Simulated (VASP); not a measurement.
Runs of VASP 6.6.1 on Ru. The structure is that of space group Fm-3m (No. 225), or close to it. The cells are those of the table. 

```tsv
cell	gap on the mesh (eV)	pressure (GPa)
a = 2.694 Å, angles 60.0°, 1 atom	none	(a)
a = 2.667 Å, angles 60.0°, 1 atom	none	10.0
a = 2.582 Å, angles 60.0°, 1 atom	none	(b)
a = 2.611 Å, angles 60.0°, 1 atom	none	36.3
a = 2.781 Å, angles 60.0°, 1 atom	none	-23.2
```

Alike in all rows: task single point; level PBE; potentials or basis VASP PAW PBE potentials, release 64 (Ru_pv); no spin polarisation; k mesh 18 × 18 × 18; cutoff (eV) 520; smearing gaussian 0.1 eV.

Question: Fill in the values left out.

Answer: (a) -0.2; (b) 53.4.

A k mesh can miss the band edges, and the runs leave out spin-orbit coupling on Ru.

A gap of «none» marks levels without a gap at the run's occupations.
